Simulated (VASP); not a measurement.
A run of VASP 6.6.1 is set up as follows.

The input INCAR:

```
SYSTEM = InAs3
ALGO = Normal
EDIFF = 1E-6
ENCUT = 520
GGA = PE
ISIF = 2
ISMEAR = 0
LASPH = .TRUE.
LCHARG = .FALSE.
LREAL = .FALSE.
LWAVE = .FALSE.
NBANDS = 22
NELM = 80
PREC = Accurate
SIGMA = 0.1
```

The input KPOINTS:

```
k-points
0
G
  12 12 12
  0 0 0
```

Contents of POSCAR:

```
InAs3
1.0
   -2.8070865764      2.8070865764      2.8070865764
    2.8070865764     -2.8070865764      2.8070865764
    2.8070865764      2.8070865764     -2.8070865764
In As
1 3
Direct
    0.0000000000      0.0000000000      0.0000000000
    0.0000000000      0.5000000000      0.5000000000
    0.5000000000      0.0000000000      0.5000000000
    0.5000000000      0.5000000000      0.0000000000
```

Potentials or basis: VASP PAW PBE potentials, release 64 (In_d, As).

The run is started by

```console
$ cat potpaw_PBE.64/In_d/POTCAR potpaw_PBE.64/As/POTCAR > POTCAR
$ mpirun -np 1 vasp_std > vasp.out
```

(1) What does it give for the band gap on the k mesh?

(2) Predict the pressure.

Results:

(1) zero (band 14 reaches 6.11 eV, above the bottom of band 15 at 3.25 eV).

(2) 0.1 GPa.

Caveat: spin-orbit coupling is left out, which moves the levels of the heavy elements.
